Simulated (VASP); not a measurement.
# NaCl (I4/mmm) in VASP: a series of runs, part 2 of 2

VASP 6.6.1. The steps go on from the part before.

**4. Single point, PBEsol (strain +0.0050 x Voigt [0, 1, 0, 0, 0, 0])**

INCAR reads:

```
PREC = Accurate ; ENCUT = 520
EDIFF = 1E-6 ; ISMEAR = 0
SIGMA = 0.05 ; LREAL = F
LASPH = T ; NELM = 80
ALGO = Normal ; ISIF = 2
LWAVE = F ; LCHARG = F
GGA = PS ; NBANDS = 14
```

KPOINTS reads:

```
Automatic mesh
0
Gamma
  8 8 8
```

POSCAR reads:

```
NaCl
1.0
    0.0000000000      2.8459087500      2.8317500000
    2.8317500000      0.0000000000      2.8317500000
    2.8317500000      2.8459087500      0.0000000000
Na Cl
1 1
Direct
    0.0000000000      0.0000000000      0.0000000000
    0.5000000000      0.5000000000      0.5000000000
```

Potentials or basis: VASP PAW PBE potentials, release 64 (Na_pv, Cl).

The run is started by

```console
cat potpaw_PBE.64/Na_pv/POTCAR potpaw_PBE.64/Cl/POTCAR > POTCAR
mpirun -np 1 vasp_std > vasp.out
```

OUTCAR:

```text
PREC = Accurate
   ENCUT = 520
   EDIFF = 1E-6
   ISMEAR = 0
   LREAL = F
   LASPH = T
   NELM = 80
   ISIF = 2
   GGA = PS

 ion  position               nearest neighbor table
   1  0.000  0.000  0.000-
   2  0.500  0.500  0.500-

  LATTYP: Found a body centered tetragonal cell.
 ALAT       =     4.0046992553
 C/A-ratio  =     1.4212846302

  Lattice vectors:

 A1 = (   0.0000000000,  -2.8459087500,   2.8317500000)
 A2 = (   0.0000000000,  -2.8459087500,  -2.8317500000)
 A3 = (   2.8317500000,   2.8459087500,   0.0000000000)

Analysis of symmetry for initial positions (statically):
=====================================================================
 Subroutine PRICEL returns:
 Original cell was already a primitive cell.

 Routine SETGRP: Setting up the symmetry group for a
 body centered tetragonal supercell.

 Subroutine GETGRP returns: Found 16 space group operations
 (whereof 16 operations were pure point group operations)
 out of a pool of 16 trial point group operations.

The static configuration has the point symmetry D_4h.

Analysis of symmetry for dynamics (positions and initial velocities):
=====================================================================
 Subroutine PRICEL returns:
 Original cell was already a primitive cell.

 Routine SETGRP: Setting up the symmetry group for a
 body centered tetragonal supercell.

 Subroutine GETGRP returns: Found 16 space group operations
 (whereof 16 operations were pure point group operations)
 out of a pool of 16 trial point group operations.

The dynamic configuration has the point symmetry D_4h.

 Subroutine INISYM returns: Found 16 space group operations
 (whereof 16 operations are pure point group operations),
 and found     1 'primitive' translations

----------------------------------------------------------------------------------------

                                     Primitive cell

  volume of cell :      45.6416

  direct lattice vectors                    reciprocal lattice vectors
     0.000000000  2.845908750  2.831750000    -0.176569259  0.175690805  0.176569259
     2.831750000  0.000000000  2.831750000     0.176569259 -0.175690805  0.176569259
     2.831750000  2.845908750  0.000000000     0.176569259  0.175690805 -0.176569259

  length of vectors
     4.014723487  4.004699255  4.014723487     0.305320595  0.305320595  0.305320595

  position of ions in fractional coordinates (direct lattice)
     0.000000000  0.000000000  0.000000000
     0.500000000  0.500000000  0.500000000

  ion indices of the primitive-cell ions
   primitive index   ion index
                 1           1
                 2           2

----------------------------------------------------------------------------------------

 KPOINTS: Automatic mesh

Automatic generation of k-mesh.
 Grid dimensions read from file:
 generate k-points for:    8    8    8

 Generating k-lattice:

  Cartesian coordinates                     Fractional coordinates (reciprocal lattice)
    -0.022071157  0.021961351  0.022071157     0.125000000  0.000000000  0.000000000
     0.022071157 -0.021961351  0.022071157     0.000000000  0.125000000  0.000000000
     0.022071157  0.021961351 -0.022071157     0.000000000  0.000000000  0.125000000

  Length of vectors
     0.038165074  0.038165074  0.038165074

[... 37 lines left out ...]
   total plane-waves  NPLWV =  27000
   dimension x,y,z NGX =    30 NGY =   30 NGZ =   30
   dimension x,y,z NGXF=    60 NGYF=   60 NGZF=   60
   ions per type =               1   1
   NGX,Y,Z   is equivalent  to a cutoff of  12.42, 12.45, 12.42 a.u.
   NGXF,Y,Z  is equivalent  to a cutoff of  24.85, 24.91, 24.85 a.u.
 SYSTEM =  unknown system
   PREC   = accura    normal or accurate (medium, high low for compatibility)
   ISTART =      0    job   : 0-new  1-cont  2-samecut
   ICHARG =      2    charge: 1-file 2-atom 10-const
   ISPIN  =      1    spin polarized calculation?
   LNONCOLLINEAR =      F non collinear calculations
   LSORBIT =      F    spin-orbit coupling
   LASPH  =      T    aspherical Exc in radial PAW
   ENCUT  =  520.0 eV  38.22 Ry    6.18 a.u.   7.46  7.45  7.46*2*pi/ulx,y,z
   NELM   =     80;   NELMIN=  2; NELMDL= -5     # of ELM steps
   EDIFF  = 0.1E-05   stopping-criterion for ELM
   LREAL  =      F    real-space projection
   EDIFFG = 0.1E-04   stopping-criterion for IOM
   NSW    =      0    number of steps for IOM
   IBRION =     -1    ionic relax: 0-MD 1-quasi-New 2-CG
   NFREE  =      0    steps in history (QN), initial steepest desc. (CG)
   ISIF   =      2    stress and relaxation
   ISYM   =      2    0-nonsym 1-usesym 2-fastsym
   POTIM  = 0.5000    time-step for ionic-motion
   TEBEG  =    0.0;   TEEND  =   0.0 temperature during run
   PSTRESS=    0.0 pullay stress
   NELECT =      14.0000    total number of electrons
   NUPDOWN=      -1.0000    fix difference up-down
   EMIN   =  10.00;   EMAX   =-10.00  energy-range for DOS
   EFERMI =   0.00;   METHOD = LEGACY
   ISMEAR =     0;   SIGMA  =   0.05  broadening in eV -4-tet -1-fermi 0-gaus
   EFERMI_NEDOS =   21; number of points for ismear=-14 and -15
   IALGO  =     38    algorithm
   IMIX   =      4    mixing-type and parameters
     AMIX     =   0.40;   BMIX     =  1.00
     AMIX_MAG =   1.60;   BMIX_MAG =  1.00
  volume/ion in A,a.u.               =      22.82       154.00
  Fermi-wavevector in a.u.,A,eV,Ry     =   1.104072  2.086393 16.585150  1.218974
  Thomas-Fermi vector in A             =   2.240539
   LORBIT       =      0    0 simple, 1 ext, 2 COOP (PROOUT), +10 PAW based schemes
   GGA     = PS    functional components
   LHFCALC =     F    Hartree Fock is set to
   AEXX    =    0.0000 exact exchange contribution
   IVDW    =     0    specifies the selected vdW correction
   LEPSILON=     F    determine dielectric tensor
   LRPA    =     F    only Hartree local field effects (RPA)
 non-spin polarized calculation
 Gauss-broadening in eV      SIGMA  =   0.05
  energy-cutoff  :      520.00
  volume of cell :       45.64
 maximum number of plane-waves:      1251
 NGX is ok and might be reduce to    30
   NGX = 15   NGY = 15   NGZ = 15

 number of electron      13.9999992 magnetization

 Free energy of the ion-electron system (eV)
  ---------------------------------------------------
  ext. energy  EPLUGINS =         0.00000000
  ---------------------------------------------------
  free energy    TOTEN  =        -6.99395865 eV

  energy without entropy =       -6.99395865  energy(sigma->0) =       -6.99395865

 E-fermi :  -0.5862     XC(G=0):  -8.2565

 val. band max:       -0.8813217261   @ k =   0.0000   0.0000   0.0000
 cond. band min:       3.9850170396   @ k =   0.0000   0.0000   0.0000
 fundamental gap:      4.8663387657
 Fermi energy:        -0.5862467805

 k-point     1 :       0.0000    0.0000    0.0000
  band No.  band energies     occupation
      1     -21.5695      2.00000
      2     -21.5688      2.00000
      3     -21.5688      2.00000
      4     -13.4887      2.00000
      5      -0.8854      2.00000
      6      -0.8854      2.00000
      7      -0.8813      2.00000
      8       3.9850      0.00000
      9      10.0710      0.00000
     10      10.1085      0.00000
     11      10.1085      0.00000
     12      12.2625      0.00000
     13      12.3240      0.00000
     14      13.6415      0.00000
[... 377 lines left out ...]
      1     -21.5892      2.00000
      2     -21.5720      2.00000
      3     -21.5717      2.00000
      4     -13.2276      2.00000
      5      -2.3727      2.00000
      6      -1.2140      2.00000
      7      -1.1683      2.00000
      8       6.2841      0.00000
      9       8.6628      0.00000
     10       9.5801      0.00000
     11      10.5458      0.00000
     12      12.4753      0.00000
     13      13.8982      0.00000
     14      15.1086      0.00000

 [... further k-points ...]

------------------------ aborting loop because EDIFF is reached ----------------------------------------

  FORCE on cell =-STRESS in cart. coord.  units (eV):
  Direction    XX          YY          ZZ          XY          YZ          ZX
  --------------------------------------------------------------------------------------
  -------------------------------------------------------------------------------------
  Total       -0.2334666     -0.2831672     -0.2334666      0.0000000      0.0000000      0.0000000
  in kB       -8.1954826     -9.9401449     -8.1954826      0.0000000      0.0000000      0.0000000
  external PRESSURE =      -8.7770367 kB  Pullay stress =       0.0000000 kB

 VOLUME and BASIS-vectors are now :
 -----------------------------------------------------------------------------
  energy-cutoff  :      520.00
  volume of cell :       45.64
      direct lattice vectors                 reciprocal lattice vectors
     0.000000000  2.845908750  2.831750000    -0.176569259  0.175690805  0.176569259
     2.831750000  0.000000000  2.831750000     0.176569259 -0.175690805  0.176569259
     2.831750000  2.845908750  0.000000000     0.176569259  0.175690805 -0.176569259

 POSITION                                       TOTAL-FORCE (eV/Angst)
 -----------------------------------------------------------------------------------
      0.00000      0.00000      0.00000         0.000000     -0.000000     -0.000000
      2.83175      2.84591      2.83175        -0.000000      0.000000      0.000000
 -----------------------------------------------------------------------------------
    total drift:                               -0.000000      0.000000      0.000000

  FREE ENERGIE OF THE ION-ELECTRON SYSTEM (eV)
  ---------------------------------------------------
  free  energy   TOTEN  =        -6.9939586548 eV

  energy  without entropy=       -6.9939586548  energy(sigma->0) =       -6.99395865
```

OSZICAR:

```text
N       E                     dE             d eps       ncg     rms          rms(c)
DAV:   1     0.100898255870E+03    0.10090E+03   -0.69921E+03  1670   0.993E+02
DAV:   2     0.116267026465E+01   -0.99736E+02   -0.91152E+02  1816   0.272E+02
DAV:   3    -0.702552611701E+01   -0.81882E+01   -0.81395E+01  2102   0.722E+01
DAV:   4    -0.715862553711E+01   -0.13310E+00   -0.13303E+00  1964   0.993E+00
DAV:   5    -0.716159291853E+01   -0.29674E-02   -0.29672E-02  2152   0.151E+00    0.190E+00
DAV:   6    -0.700080583339E+01    0.16079E+00   -0.26430E-01  2090   0.348E+00    0.136E+00
DAV:   7    -0.699025318154E+01    0.10553E-01   -0.62760E-02  2252   0.161E+00    0.924E-01
DAV:   8    -0.699403257075E+01   -0.37794E-02   -0.80865E-03  1880   0.803E-01    0.283E-01
DAV:   9    -0.699392851850E+01    0.10405E-03   -0.19825E-04  2114   0.106E-01    0.184E-01
DAV:  10    -0.699397171824E+01   -0.43200E-04   -0.34201E-04  1958   0.110E-01    0.660E-02
DAV:  11    -0.699395963999E+01    0.12078E-04   -0.23315E-05  2144   0.342E-02    0.213E-02
DAV:  12    -0.699395865478E+01    0.98521E-06   -0.38788E-06  1940   0.118E-02
   1 F= -.69939587E+01 E0= -.69939587E+01  d E =-.725471E-19
```

stdout:

```text
POSCAR found type information on POSCAR NaCl
 POSCAR found :  2 types and       2 ions
 scaLAPACK will be used
 -----------------------------------------------------------------------------
|                                                                             |
|                                                                             |
|     You enforced a specific xc type in the INCAR file but a different       |
|     I HOPE YOU KNOW WHAT YOU ARE DOING!                                     |
|                                                                             |
 -----------------------------------------------------------------------------

 LDA part: xc-table for (Slater+PW92), standard interpolation
 POSCAR, INCAR and KPOINTS ok, starting setup
 FFT: planning ... GRIDC
 FFT: planning ... GRID_SOFT
 FFT: planning ... GRID
 WAVECAR not read
 entering main loop
```

Run time: 29 s. Hardware: 1 thread of Intel Xeon Platinum 8488C (Sapphire Rapids), shared host; peak memory 0.17 GiB.

What came out:

```yaml
Free_energy: -6.9940 eV
Pressure: -0.9 GPa
Band_gap_on_the_k_mesh: 4.87 eV
```

Caveat: the cell differs from its parent crystal (strain +0.0050 x Voigt [0, 1, 0, 0, 0, 0]); the PAW data sets were made with another functional, which shifts forces and pressure a little. A k mesh can miss the band edges.

**5. Single point, PBEsol (strain +0.0200 x Voigt [0, 1, 0, 0, 0, 0])**

INCAR reads:

```
SYSTEM = NaCl
  PREC = Accurate
  ENCUT = 520
  EDIFF = 1E-6
  ISMEAR = 0
  SIGMA = 0.05
  LREAL = .FALSE.
  LASPH = .TRUE.
  NELM = 60
  ALGO = Normal
  ISIF = 2
  LWAVE = .FALSE.
  LCHARG = .FALSE.
  GGA = PS
  NBANDS = 14
```

KPOINTS reads:

```
Automatic mesh
0
G
  8 8 8
  0 0 0
```

POSCAR reads:

```
NaCl
1.0
    0.0000000000      2.8883850000      2.8317500000
    2.8317500000      0.0000000000      2.8317500000
    2.8317500000      2.8883850000      0.0000000000
Na Cl
1 1
Direct
    0.0000000000      0.0000000000      0.0000000000
    0.5000000000      0.5000000000      0.5000000000
```

The run is started by

```console
cat potpaw_PBE.64/Na_pv/POTCAR potpaw_PBE.64/Cl/POTCAR > POTCAR
mpirun -np 1 vasp_std > vasp.out
```

Wall time 33 s (1 thread of Intel Xeon Platinum 8488C (Sapphire Rapids), shared host); peak memory 0.18 GiB.

It converged, with:

```yaml
Free_energy: -6.9886 eV
Pressure: -1.2 GPa
Band_gap_on_the_k_mesh: 4.81 eV
```

Stress tensor (GPa, compression positive):
```
-0.97  0.00  0.00
 0.00 -1.58  0.00
 0.00  0.00 -0.97
```

Levels at points of the mesh, in eV from the valence-band top:
| k point | band 3 | band 4 | band 5 | band 6 | band 7 | band 8 | band 9 | band 10 | band 11 | band 12 |
| --- | --- | --- | --- | --- | --- | --- | --- | --- | --- | --- |
| (0.00, 0.00, 0.00) | -20.72 | -12.58 | -0.02 | -0.02 | 0.00 | 4.81 | 10.86 | 11.01 | 11.01 | 13.01 |
| (0.50, 0.00, 0.00) | -20.72 | -12.27 | -1.88 | -0.27 | -0.25 | 7.01 | 10.24 | 10.68 | 10.87 | 14.61 |
| (0.50, 0.50, 0.00) | -20.73 | -12.22 | -1.63 | -0.63 | -0.57 | 7.34 | 7.89 | 10.96 | 14.16 | 14.41 |
| (0.50, 0.00, 0.50) | -20.73 | -12.23 | -1.63 | -0.56 | -0.56 | 7.34 | 7.96 | 10.77 | 14.42 | 14.42 |

Caveat: the cell differs from its parent crystal (strain +0.0200 x Voigt [0, 1, 0, 0, 0, 0]); the PAW data sets were made with another functional, which shifts forces and pressure a little.

**6. Single point, PBEsol (strain +0.0100 x Voigt [0, 1, 0, 0, 0, 0])**

INCAR is that of step 5.

KPOINTS reads:

```
regular mesh
0
G
  8 8 8
  0 0 0
```

POSCAR reads:

```
NaCl
1.0
    0.0000000000      2.8600675000      2.8317500000
    2.8317500000      0.0000000000      2.8317500000
    2.8317500000      2.8600675000      0.0000000000
Na Cl
1 1
Direct
    0.0000000000      0.0000000000      0.0000000000
    0.5000000000      0.5000000000      0.5000000000
```

Potentials or basis: VASP PAW PBE potentials, release 64 (Na_pv, Cl).

The run is started by

```console
cat potpaw_PBE.64/Na_pv/POTCAR potpaw_PBE.64/Cl/POTCAR > POTCAR
mpirun -np 1 vasp_std > vasp.out
```

Run time: 29 s. Hardware: 1 thread of Intel Xeon Platinum 8488C (Sapphire Rapids), shared host; peak memory 0.18 GiB.

It converged, with:

```
Free energy            : -6.9925 eV
Pressure               : -1.0 GPa
Band gap on the k mesh : 4.85 eV
```

Stress tensor (GPa, compression positive):
```
-0.87  0.00  0.00
 0.00 -1.21  0.00
 0.00  0.00 -0.87
```

Levels at points of the mesh, in eV from the valence-band top:
```tsv
k point	band 4	band 5	band 6	band 7	band 8	band 9	band 10	band 11
(0.00, 0.00, 0.00)	-12.60	-0.01	-0.01	0.00	4.85	10.92	10.99	10.99
(0.50, 0.00, 0.00)	-12.28	-1.91	-0.27	-0.26	7.03	10.32	10.75	10.85
(0.50, 0.50, 0.00)	-12.23	-1.65	-0.62	-0.58	7.37	7.89	11.00	14.33
(0.50, 0.00, 0.50)	-12.23	-1.65	-0.58	-0.58	7.37	7.93	10.91	14.46
```

Caveat: the cell differs from its parent crystal (strain +0.0100 x Voigt [0, 1, 0, 0, 0, 0]); the PAW data sets were made with another functional, which shifts forces and pressure a little.

**7. Single point, PBEsol (strain +0.0175 x Voigt [0, 1, 0, 0, 0, 0])**

INCAR reads:

```
SYSTEM = NaCl
PREC = Accurate ; ENCUT = 520
EDIFF = 1E-6 ; ISMEAR = 0
SIGMA = 0.05 ; LREAL = .FALSE.
LASPH = .TRUE. ; NELM = 60
ALGO = Normal ; ISIF = 2
LWAVE = .FALSE. ; LCHARG = .TRUE.
GGA = PS ; LELF = .TRUE.
LVHAR = .TRUE. ; NBANDS = 14
```

KPOINTS reads:

```
Automatic mesh
0
G
  8 8 8
  0 0 0
```

POSCAR reads:

```
NaCl
1.0
    0.0000000000      2.8813056250      2.8317500000
    2.8317500000      0.0000000000      2.8317500000
    2.8317500000      2.8813056250      0.0000000000
Na Cl
1 1
Direct
    0.0000000000      0.0000000000      0.0000000000
    0.5000000000      0.5000000000      0.5000000000
```

The run is started by

```console
cat potpaw_PBE.64/Na_pv/POTCAR potpaw_PBE.64/Cl/POTCAR > POTCAR
mpirun -np 1 vasp_std > vasp.out
```

Wall time 29 s (1 thread of Intel Xeon Platinum 8488C (Sapphire Rapids), shared host); peak memory 0.18 GiB.

It converged, with:

* Free energy: -6.9897 eV
* Pressure: -1.1 GPa
* Band gap on the k mesh: 4.82 eV

Stress tensor (GPa, compression positive):
```
-0.94  0.00  0.00
 0.00 -1.49  0.00
 0.00  0.00 -0.94
```

Levels at points of the mesh, in eV from the valence-band top:
| k point | band 5 | band 6 | band 7 | band 8 | band 9 | band 10 |
| --- | --- | --- | --- | --- | --- | --- |
| (0.00, 0.00, 0.00) | -0.01 | -0.01 | 0.00 | 4.82 | 10.87 | 11.00 |
| (0.50, 0.00, 0.00) | -1.89 | -0.27 | -0.25 | 7.02 | 10.26 | 10.70 |
| (0.50, 0.50, 0.00) | -1.63 | -0.63 | -0.57 | 7.35 | 7.89 | 10.97 |
| (0.50, 0.00, 0.50) | -1.64 | -0.57 | -0.57 | 7.35 | 7.95 | 10.81 |

Caveat: the cell differs from its parent crystal (strain +0.0175 x Voigt [0, 1, 0, 0, 0, 0]); the PAW data sets were made with another functional, which shifts forces and pressure a little.

**8. Summary**

| cell | gap on the mesh (eV) | pressure (GPa) |
| --- | --- | --- |
| a = 3.995, b = 4.005 Å, angles 59.9, 60.2, 59.9°, 2 atoms | 4.90 | -0.7 |
| a = 4.035, b = 4.005 Å, angles 60.2, 59.5, 60.2°, 2 atoms | 4.83 | -1.1 |
| a = 4.015, b = 4.005 Å, angles 60.1, 59.8, 60.1°, 2 atoms | 4.87 | -0.9 |
| a = 4.045, b = 4.005 Å, angles 60.3, 59.3, 60.3°, 2 atoms | 4.81 | -1.2 |
| a = 4.025, b = 4.005 Å, angles 60.2, 59.7, 60.2°, 2 atoms | 4.85 | -1.0 |
| a = 4.040, b = 4.005 Å, angles 60.3, 59.4, 60.3°, 2 atoms | 4.82 | -1.1 |

Alike in all rows: task single point; level PBEsol; potentials or basis VASP PAW PBE potentials, release 64 (Na_pv, Cl); no spin polarisation; k mesh 8 × 8 × 8; cutoff (eV) 520; smearing gaussian 0.05 eV.

Caveats: the PAW data sets were made with another functional, which shifts forces and pressure a little.

Total energies depend on the potentials used, so only differences within one code and one set of settings carry meaning.
